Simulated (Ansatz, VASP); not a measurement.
Two plane-wave programs on Ti

```
CELL_PARAMETERS angstrom
4.60000 0.00000 0.00000
-2.30000 3.98372 0.00000
0.00000 0.00000 2.82000
ATOMIC_POSITIONS crystal
Ti 0.00000 0.00000 0.00000
Ti 0.33333 0.66667 0.50000
Ti 0.66667 0.33333 0.50000
```

Alike in both runs: task relaxation of cell and atoms; functional LDA; k mesh 11 × 11 × 15; no spin polarisation.

|  | VASP | Ansatz |
| --- | --- | --- |
| version | VASP 6.6.1 | Ansatz 0.2.0 |
| potentials or method | VASP PAW LDA potentials, release 64 (Ti_sv), cutoff 600 eV | plane waves, PAW |
| occupations | methfessel-paxton of order 1, width 0.1 eV | cold |
| valence electrons in the cell | 36 | 36 |

|  | VASP | Ansatz | Ansatz less VASP |
| --- | --- | --- | --- |
| relaxed volume (Å³/atom) | 15.83 | 15.85 | +0.017 |
| relaxed cell length with the largest relative difference (Å) | 4.448 | 4.451 | +0.0026 |

LDA's correlation is that of Perdew and Zunger in VASP and of Perdew and Wang (1992) in Ansatz.
